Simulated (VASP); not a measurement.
# Bi2Te (P6/mmm) in VASP: a series of runs

Bi2Te is run at these levels: PBE; tasks: relaxation of cell and atoms.

Program: VASP 6.6.1. These are calculated values, not measurements. Logs are shortened: lines on timing, memory, paths and dates and some standing lists are left out, and cuts for length are marked.

### Step 1. The cell of the first run

It takes space group P6/mmm (No. 191, hexagonal). Conventional cell: a = 7.104 Å, b = 7.104 Å, c = 4.411 Å, α = 90.00°, β = 90.00°, γ = 120.00°. Within 5.5 Å of Bi (site symmetry 6/mmm) lie 14 Bi at 4.18 to 4.41 Å and 12 Te at 4.66 Å. Within 2.7 Å of Bi (site symmetry mmm) lie 2 Te at 2.05 Å. Within 2.7 Å of Te (site symmetry -6m2) lie 3 Bi at 2.05 Å.

The cell was generated, and may not be a known phase.

### Step 2. Relaxation of cell and atoms, PBE

File INCAR:

```
SYSTEM = Bi2Te
PREC = Accurate ; ENCUT = 600
EDIFF = 1E-6 ; ISMEAR = 0
SIGMA = 0.1 ; LREAL = .FALSE.
LASPH = .TRUE. ; NELM = 60
ALGO = Normal ; ISIF = 3
LWAVE = .FALSE. ; LCHARG = .FALSE.
GGA = PE ; IBRION = 2
NSW = 90 ; EDIFFG = -0.04
```

File KPOINTS:

```
Automatic mesh
0
G
  3 3 4
  0 0 0
```

File POSCAR:

```
Bi2Te
1.0
    7.1041537600      0.0000000000      0.0000000000
   -3.5520768800      6.1523776300      0.0000000000
    0.0000000000      0.0000000000      4.4107728300
Bi Te
4 2
Direct
    0.0000000000      0.0000000000      0.0000000000
    0.5000000000      0.0000000000      0.5000000000
    0.0000000000      0.5000000000      0.5000000000
    0.5000000000      0.5000000000      0.5000000000
    0.3333333300      0.6666666700      0.5000000000
    0.6666666700      0.3333333300      0.5000000000
```

Potentials or basis: VASP PAW PBE potentials, release 64 (Bi_d, Te).

On the command line:

```bash
> cat potpaw_PBE.64/Bi_d/POTCAR potpaw_PBE.64/Te/POTCAR > POTCAR
> mpirun -np 1 vasp_std > vasp.out
```

OUTCAR:

```text
SYSTEM = Bi2Te
   PREC = Accurate
   ENCUT = 600
   EDIFF = 1E-6
   ISMEAR = 0
   LREAL = .FALSE.
   LASPH = .TRUE.
   NELM = 60
   ISIF = 3
   GGA = PE
   IBRION = 2
   NSW = 90
   EDIFFG = -0.04

 ion  position               nearest neighbor table
   1  0.000  0.000  0.000-
   2  0.500  0.000  0.500-   5 2.05   6 2.05   3 3.55   4 3.55   4 3.55   3 3.55
   3  0.000  0.500  0.500-   5 2.05   6 2.05   4 3.55   4 3.55   2 3.55   2 3.55
   4  0.500  0.500  0.500-   5 2.05   6 2.05   3 3.55   3 3.55   2 3.55   2 3.55
   5  0.333  0.667  0.500-   3 2.05   2 2.05   4 2.05
   6  0.667  0.333  0.500-   3 2.05   2 2.05   4 2.05

  LATTYP: Found a hexagonal cell.
 ALAT       =     7.1041537600
 C/A-ratio  =     0.6208723768

  Lattice vectors:

 A1 = (   7.1041537600,   0.0000000000,   0.0000000000)
 A2 = (  -3.5520768800,   6.1523776300,   0.0000000000)
 A3 = (   0.0000000000,   0.0000000000,   4.4107728300)

Analysis of symmetry for initial positions (statically):
=====================================================================
 Subroutine PRICEL returns:
 Original cell was already a primitive cell.

 Routine SETGRP: Setting up the symmetry group for a
 hexagonal supercell.

 Subroutine GETGRP returns: Found 24 space group operations
 (whereof 24 operations were pure point group operations)
 out of a pool of 24 trial point group operations.

The static configuration has the point symmetry D_6h.

Analysis of symmetry for dynamics (positions and initial velocities):
=====================================================================
 Subroutine PRICEL returns:
 Original cell was already a primitive cell.

 Routine SETGRP: Setting up the symmetry group for a
 hexagonal supercell.

 Subroutine GETGRP returns: Found 24 space group operations
 (whereof 24 operations were pure point group operations)
 out of a pool of 24 trial point group operations.

The dynamic configuration has the point symmetry D_6h.

 Subroutine INISYM returns: Found 24 space group operations
 (whereof 24 operations are pure point group operations),
 and found     1 'primitive' translations

----------------------------------------------------------------------------------------

                                     Primitive cell

  volume of cell :     192.7836

  direct lattice vectors                    reciprocal lattice vectors
     7.104153760  0.000000000  0.000000000     0.140762719  0.081269394  0.000000000
    -3.552076880  6.152377630  0.000000000     0.000000000  0.162538787  0.000000000
     0.000000000  0.000000000  4.410772830     0.000000000  0.000000000  0.226717639

  length of vectors
     7.104153760  7.104153761  4.410772830     0.162538787  0.162538787  0.226717639

  position of ions in fractional coordinates (direct lattice)
     0.000000000  0.000000000  0.000000000
     0.500000000  0.000000000  0.500000000
     1.000000000  0.500000000  0.500000000
     0.500000000  0.500000000  0.500000000
     0.333333330  0.666666670  0.500000000
     0.666666670  0.333333330  0.500000000

  ion indices of the primitive-cell ions
   primitive index   ion index
                 1           1
                 2           2
                 3           3
                 4           4
                 5           5
                 6           6

----------------------------------------------------------------------------------------

 KPOINTS: Automatic mesh

Automatic generation of k-mesh.
 Grid dimensions read from file:
 generate k-points for:    3    3    4

 Generating k-lattice:

  Cartesian coordinates                     Fractional coordinates (reciprocal lattice)
     0.046920906  0.027089798  0.000000000     0.333333333  0.000000000  0.000000000
     0.000000000  0.054179596  0.000000000     0.000000000  0.333333333  0.000000000
     0.000000000  0.000000000  0.056679410     0.000000000  0.000000000  0.250000000

  Length of vectors
     0.054179596  0.054179596  0.056679410

  Shift w.r.t. Gamma in fractional coordinates (k-lattice)
     0.000000000  0.000000000  0.000000000

 Subroutine IBZKPT returns following result:
 ===========================================

 Found      9 irreducible k-points:

 Following reciprocal coordinates:
            Coordinates               Weight
  0.000000  0.000000  0.000000      1.000000
  0.333333 -0.000000  0.000000      6.000000
  0.333333  0.333333  0.000000      2.000000
  0.000000  0.000000  0.250000      2.000000
  0.333333 -0.000000  0.250000     12.000000
  0.333333  0.333333  0.250000      4.000000
  0.000000  0.000000  0.500000      1.000000
  0.333333 -0.000000  0.500000      6.000000
  0.333333  0.333333  0.500000      2.000000
   k-points           NKPTS =      9   k-points in BZ     NKDIM =      9   number of bands    NBANDS=     43
   number of dos      NEDOS =    301   number of ions     NIONS =      6
   total plane-waves  NPLWV = 129600
   dimension x,y,z NGX =    60 NGY =   60 NGZ =   36
   dimension x,y,z NGXF=   120 NGYF=  120 NGZF=   72
   ions per type =               4   2
   NGX,Y,Z   is equivalent  to a cutoff of  14.04, 14.04, 13.57 a.u.
   NGXF,Y,Z  is equivalent  to a cutoff of  28.08, 28.08, 27.14 a.u.
 SYSTEM =  Bi2Te
   PREC   = accura    normal or accurate (medium, high low for compatibility)
   ISTART =      0    job   : 0-new  1-cont  2-samecut
   ICHARG =      2    charge: 1-file 2-atom 10-const
   ISPIN  =      1    spin polarized calculation?
   LNONCOLLINEAR =      F non collinear calculations
   LSORBIT =      F    spin-orbit coupling
   LASPH  =      T    aspherical Exc in radial PAW
   ENCUT  =  600.0 eV  44.10 Ry    6.64 a.u.  14.19 14.19  8.81*2*pi/ulx,y,z
   NELM   =     60;   NELMIN=  2; NELMDL= -5     # of ELM steps
   EDIFF  = 0.1E-05   stopping-criterion for ELM
   LREAL  =      F    real-space projection
   EDIFFG = -.4E-01   stopping-criterion for IOM
   NSW    =     90    number of steps for IOM
   IBRION =      2    ionic relax: 0-MD 1-quasi-New 2-CG
   NFREE  =      1    steps in history (QN), initial steepest desc. (CG)
   ISIF   =      3    stress and relaxation
   ISYM   =      2    0-nonsym 1-usesym 2-fastsym
   POTIM  = 0.5000    time-step for ionic-motion
   TEBEG  =    0.0;   TEEND  =   0.0 temperature during run
   PSTRESS=    0.0 pullay stress
   NELECT =      72.0000    total number of electrons
   NUPDOWN=      -1.0000    fix difference up-down
   EMIN   =  10.00;   EMAX   =-10.00  energy-range for DOS
   EFERMI =   0.00;   METHOD = LEGACY
   ISMEAR =     0;   SIGMA  =   0.10  broadening in eV -4-tet -1-fermi 0-gaus
   EFERMI_NEDOS =   21; number of points for ismear=-14 and -15
   IALGO  =     38    algorithm
   IMIX   =      4    mixing-type and parameters
     AMIX     =   0.40;   BMIX     =  1.00
     AMIX_MAG =   1.60;   BMIX_MAG =  1.00
  volume/ion in A,a.u.               =      32.13       216.83
  Fermi-wavevector in a.u.,A,eV,Ry     =   1.178951  2.227894 18.911075  1.389925
  Thomas-Fermi vector in A             =   2.315270
   LORBIT       =      0    0 simple, 1 ext, 2 COOP (PROOUT), +10 PAW based schemes
   GGA     = PE    functional components
   LHFCALC =     F    Hartree Fock is set to
   AEXX    =    0.0000 exact exchange contribution
   IVDW    =     0    specifies the selected vdW correction
   LEPSILON=     F    determine dielectric tensor
   LRPA    =     F    only Hartree local field effects (RPA)
 conjugate gradient relaxation of ions
 non-spin polarized calculation
 Gauss-broadening in eV      SIGMA  =   0.10
  energy-cutoff  :      600.00
  volume of cell :      192.78
 maximum number of plane-waves:      6456
 NGX is ok and might be reduce to    60
   NGX = 29   NGY = 29   NGZ = 17

--------------------------------------- Ionic step        1  -------------------------------------------

 number of electron      71.9999995 magnetization

 Free energy of the ion-electron system (eV)
  ---------------------------------------------------
  ext. energy  EPLUGINS =         0.00000000
  ---------------------------------------------------
  free energy    TOTEN  =        27.25507638 eV

  energy without entropy =       27.28703391  energy(sigma->0) =       27.27105514

 E-fermi :   7.5780     XC(G=0):  -9.3418

 val. band max:        7.5473062218   @ k =   0.3333  -0.0000   0.5000
 cond. band min:       7.6072158941   @ k =   0.0000   0.0000   0.0000
 fundamental gap:      0.0599096722
 Fermi energy:         7.5780037212

 k-point     1 :       0.0000    0.0000    0.0000
  band No.  band energies     occupation
      1     -20.0096      2.00000
      2     -19.0228      2.00000
      3     -19.0228      2.00000
      4     -17.9487      2.00000
      5     -17.7558      2.00000
      6     -17.7558      2.00000
[... 516 lines left out ...]
  FREE ENERGIE OF THE ION-ELECTRON SYSTEM (eV)
  ---------------------------------------------------
  free  energy   TOTEN  =       -14.1489959568 eV

  energy  without entropy=      -14.0760374249  energy(sigma->0) =      -14.11251669

 E-fermi :  -1.6372     XC(G=0):  -4.7717

 val. band max:       -1.6465614184   @ k =   0.3333  -0.0000   0.2500
 cond. band min:      -1.6207683162   @ k =   0.3333  -0.0000   0.2500
 fundamental gap:      0.0257931022
 Fermi energy:        -1.6371696331

 k-point     1 :       0.0000    0.0000    0.0000
  band No.  band energies     occupation
      1     -24.6848      2.00000
      2     -24.6708      2.00000
      3     -24.6708      2.00000
      4     -24.6181      2.00000
      5     -24.6181      2.00000
      6     -24.6014      2.00000
[... 403 lines left out ...]
     42      -0.5758      0.00000
     43      -0.1040      0.00000

[... ionic steps 4 to 14 ...]

--------------------------------------- Ionic step       15  -------------------------------------------

 number of electron      72.0000096 magnetization

------------------------ aborting loop because EDIFF is reached ----------------------------------------

  FORCE on cell =-STRESS in cart. coord.  units (eV):
  Direction    XX          YY          ZZ          XY          YZ          ZX
  --------------------------------------------------------------------------------------
  -------------------------------------------------------------------------------------
  Total        0.9957167      0.9957167      9.3338401      0.0000000     -0.0000000      0.0000000
  in kB        5.6288692      5.6288692     52.7649709      0.0000000     -0.0000000      0.0000000
  external PRESSURE =      21.3409031 kB  Pullay stress =       0.0000000 kB
[... 65 lines left out ...]
  energy  without entropy=      -18.3498036263  energy(sigma->0) =      -18.36464235

--------------------------------------- Ionic step       17  -------------------------------------------

 number of electron      72.0000098 magnetization

 Free energy of the ion-electron system (eV)
  ---------------------------------------------------
  ext. energy  EPLUGINS =         0.00000000
  ---------------------------------------------------
  free energy    TOTEN  =       -18.47171058 eV

  energy without entropy =      -18.43695422  energy(sigma->0) =      -18.45433240

 E-fermi :   2.9528     XC(G=0):  -7.5342

 val. band max:        2.8353122785   @ k =   0.3333   0.3333   0.2500
 cond. band min:       2.9780898451   @ k =   0.0000   0.0000   0.2500
 fundamental gap:      0.1427775665
 Fermi energy:         2.9528214748

 k-point     1 :       0.0000    0.0000    0.0000
  band No.  band energies     occupation
      1     -20.4416      2.00000
      2     -20.4392      2.00000
      3     -20.4392      2.00000
      4     -20.2367      2.00000
      5     -20.1146      2.00000
      6     -20.1140      2.00000
[... 436 lines left out ...]
  FREE ENERGIE OF THE ION-ELECTRON SYSTEM (eV)
  ---------------------------------------------------
  free  energy   TOTEN  =       -18.4717105796 eV

  energy  without entropy=      -18.4369542232  energy(sigma->0) =      -18.45433240

 reached required accuracy - stopping structural energy minimisation
```

It took 62 min on 1 thread of Intel Xeon 8259CL, shared host; peak memory 0.41 GiB.

What came out:

| Item | Value |
| --- | --- |
| Free energy | -18.4717 eV |
| Relaxed volume | 49.70 Å³/atom |
| Relaxed cell | a = 10.547 Å, b = 10.547 Å, c = 3.095 Å, α = 90.00°, β = 90.00°, γ = 120.00° |
| Space group after relaxing (to 0.1 Å) | P6/mmm (No. 191) |
| Pressure after relaxing | 0.0 GPa |
| Band gap on the k mesh | zero (bands 36 and 37 overlap by 1.42 eV) |

Stress tensor (GPa, compression positive):
```
 0.09  0.00  0.00
 0.00  0.09  0.00
 0.00  0.00 -0.04
```

Final structure:
```
Bi Te
1.0
    10.54696    0.00000    0.00000
    -5.27348    9.13393    0.00000
     0.00000    0.00000    3.09516
Bi Te
4 2
Direct
  0.00000 0.00000 0.00000
  0.50000 0.00000 0.50000
  0.00000 0.50000 0.50000
  0.50000 0.50000 0.50000
  0.33333 0.66667 0.50000
  0.66667 0.33333 0.50000
```

Levels at points of the mesh, in eV from the Fermi level:
```csv
k point,band 32,band 33,band 34,band 35,band 36,band 37,band 38,band 39,band 40,band 41
"(0.00, 0.00, 0.00)",-2.02,-1.30,-0.93,-0.93,-0.47,2.74,2.74,2.78,2.90,3.15
"(0.00, 0.00, 0.50)",-3.10,-3.10,-2.86,-0.29,-0.29,0.69,0.69,1.17,1.29,1.29
```

Caveat: the volume moved by over 15 % at a fixed basis, so the end points are rough; spin-orbit coupling is left out, which moves the levels of the heavy elements.

### Step 3. Relaxation of cell and atoms, PBE

This run uses another cell than the first one, of 49.61 Å³/atom.

File INCAR:

```
PREC = Accurate
ENCUT = 600
EDIFF = 1E-6
ISMEAR = 0
SIGMA = 0.1
LREAL = F
LASPH = T
NELM = 80
ALGO = Fast
ISIF = 3
LWAVE = F
LCHARG = F
GGA = PE
IBRION = 2
NSW = 90
EDIFFG = -0.04
```

File KPOINTS:

```
regular mesh
0
Gamma
  3 3 6
```

File POSCAR:

```
Bi2Te
1.0
   10.5393057315      0.0000000000      0.0000000000
   -5.2696528657      9.1273065017      0.0000000000
    0.0000000000      0.0000000000      3.0940434018
Bi Te
4 2
Direct
    0.0000000000      0.0000000000      0.0000000000
    0.5000000000      0.0000000000      0.5000000000
    0.0000000000      0.5000000000      0.5000000000
    0.5000000000      0.5000000000      0.5000000000
    0.3333333333      0.6666666667      0.5000000000
    0.6666666667      0.3333333333      0.5000000000
```

Potentials or basis: VASP PAW PBE potentials, release 64 (Bi_d, Te).

On the command line:

```bash
> cat potpaw_PBE.64/Bi_d/POTCAR potpaw_PBE.64/Te/POTCAR > POTCAR
> mpirun -np 1 vasp_std > vasp.out
```

It took 33 min on 1 thread of Intel Xeon 8259CL, shared host; peak memory 0.55 GiB.

Results (log left out):

* Free energy: -19.3907 eV
* Relaxed volume: 53.13 Å³/atom
* Relaxed cell: a = 10.892 Å, b = 10.892 Å, c = 3.103 Å, α = 90.00°, β = 90.00°, γ = 120.00°
* Space group after relaxing (to 0.1 Å): P6/mmm (No. 191)
* Energy gained by relaxing: 19.7 meV/atom
* Ionic steps: 5
* Pressure after relaxing: 0.0 GPa
* Band gap on the k mesh: zero (bands 36 and 37 overlap by 1.18 eV)

Step by step:
```tsv
step	energy change (eV)	largest force (eV/Å)	pressure (GPa)	volume (Å³)
1	0.0000	0.0000	1.64	297.63
2	-0.1021	0.0000	-0.30	319.98
3	-0.1032	0.0000	-0.15	317.85
4	-0.1177	0.0000	0.04	318.98
5	-0.1184	0.0000	0.00	318.79
```

Final structure:
```xyz
6
Lattice="10.8918 0.0000 0.0000 -5.4459 9.4326 0.0000 0.0000 0.0000 3.1030" Properties=species:S:1:pos:R:3 pbc="T T T"
Bi    0.0000    0.0000    0.0000
Bi    5.4459    0.0000    1.5515
Bi   -2.7230    4.7163    1.5515
Bi    2.7230    4.7163    1.5515
Te    0.0000    6.2884    1.5515
Te    5.4459    3.1442    1.5515
```

Levels at points of the mesh, in eV from the Fermi level:
```csv
k point,band 34,band 35,band 36,band 37,band 38,band 39
"(0.00, 0.00, 0.00)",-0.78,-0.78,-0.62,2.30,2.30,2.79
"(0.00, 0.00, 0.50)",-2.71,-0.49,-0.49,0.81,0.81,1.21
```

Caveat: spin-orbit coupling is left out, which moves the levels of the heavy elements.

The gap in the log of VASP goes by the Fermi energy; the results here count the filled bands.